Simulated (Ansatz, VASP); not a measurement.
One calculation of PbO2, two programs

```
Pb O
1.0
     0.00000    2.21380    2.21380
     2.21380    0.00000    2.21380
     2.21380    2.21380    0.00000
Pb O
1 2
Direct
  0.00000 0.00000 0.00000
  0.25000 0.25000 0.25000
  0.75000 0.75000 0.75000
```

Change from the starting cell: volume scaled by 0.55, PAW files.

Alike in both runs: task single point; functional PBEsol; k mesh 12 × 12 × 12; occupations fermi-dirac, width 0.05 eV; no spin polarisation.

|  | VASP | Ansatz |
| --- | --- | --- |
| version | VASP 6.6.1 | Ansatz 0.2.0 |
| potentials or method | VASP PAW PBE potentials, release 64 (Pb_d, O) | PAW with Ansatz's default frozen-core files, scalar-relativistic |
| plane-wave cutoff (eV) | 520 | 420 |
| valence electrons in the cell | 26 | 26 |

Ansatz gave:

| Quantity | Value |
| --- | --- |
| gap on the k mesh at the Fermi level (eV) | 3.31 |
| pressure (GPa) | 328.3 |

Task: Which values does VASP return?

Result: gap on the k mesh at the Fermi level (eV): 3.31; pressure (GPa): 330.4.

VASP's potentials were made for PBE, not for PBEsol. Both programs put the cell under a high pressure, so it lies far from rest at this level. The functional is the same, so the differences come from potentials, cutoffs and numerics.

Neither program's run includes spin-orbit coupling. Noted on VASP's run: the cell as given lies far from equilibrium.
